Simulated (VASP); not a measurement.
Set up this calculation in VASP 6.6.1, as the native input.

* Task: single point
* Functional: LDA
* Potentials or basis: VASP PAW LDA potentials, release 64 (Si, C)
* Cutoff: 600 eV
* k mesh: 12 × 12 × 12
* Occupations: gaussian, width 0.02 eV
* Spin: no spin polarisation
* Dipole correction: no
* Further INCAR settings: ALGO = Normal; EDIFF = 1e-06; NBANDS = 11

The structure of SiC (l) lies in POSCAR:

```
SiC
1.0
    0.0000000000      2.1644839164      2.1644839164
    2.1644839164      0.0000000000      2.1644839164
    2.1644839164      2.1644839164      0.0000000000
Si C
1 1
Direct
    0.0000000000      0.0000000000      0.0000000000
    0.2500000000      0.2500000000      0.2500000000
```

These files were run (other wordings do the same):

INCAR

```
PREC = Accurate ; ENCUT = 600
EDIFF = 1E-6 ; ISMEAR = 0
SIGMA = 0.02 ; LREAL = F
LASPH = T ; NELM = 120
ALGO = Normal ; ISIF = 2
LWAVE = F ; LCHARG = F
GGA = CA ; NBANDS = 11
GGA_COMPAT = F
```

KPOINTS

```
regular mesh
0
Gamma
  12 12 12
```

Potentials or basis: VASP PAW LDA potentials, release 64 (Si, C).

Run with:

```bash
$ cat potpaw_LDA.64/Si/POTCAR potpaw_LDA.64/C/POTCAR > POTCAR
$ mpirun -np 1 vasp_std > vasp.out
```

It gave:

The pressure is 0.3 GPa and the band gap on the k mesh is 1.29 eV, indirect (least direct gap 4.52 eV).

Wall time 13 s on 1 thread of Intel Xeon 8259CL, with other jobs on the host, peak memory 0.13 GiB.
